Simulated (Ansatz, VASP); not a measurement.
One calculation of SnO, two programs

```
Sn O
1.0
     4.01365    0.00000    0.00000
     0.00000    4.01365    0.00000
     0.00000    0.00000    4.33943
Sn O
2 2
Direct
  0.00000 0.50000 0.23850
  0.50000 0.00000 0.76150
  0.00000 0.00000 0.00000
  0.50000 0.50000 0.00000
```

Alike in both runs: task single point; functional r2SCAN; k mesh 10 × 10 × 8; occupations gaussian, width 0.03 eV; no spin polarisation.

|  | VASP | Ansatz |
| --- | --- | --- |
| version | VASP 6.6.1 | Ansatz 0.2.0 |
| potentials or method | VASP PAW PBE potentials, release 64 (Sn_d, O), cutoff 520 eV | scalar-relativistic, plane waves, PAW |
| valence electrons in the cell | 40 | 40 |

Ansatz gave:

```
gap on the k mesh at the Fermi level (eV)                     : 0.96
least direct gap on the mesh (eV)                             : 1.97
pressure (GPa)                                                : -2.7
traceless stress, the component that is largest in VASP (GPa) : 7.04
rms of the force components (eV/Å)                            : 0.115
```

Problem. Which values does VASP return?

Solution. gap on the k mesh at the Fermi level (eV): 0.96; least direct gap on the mesh (eV): 1.96; pressure (GPa): -2.2; traceless stress, the component that is largest in VASP (GPa): 6.86; rms of the force components (eV/Å): 0.163.

VASP's potentials were made for PBE, not for r2SCAN. Atom by atom the forces differ by 0.048 eV/Å (rms over components).
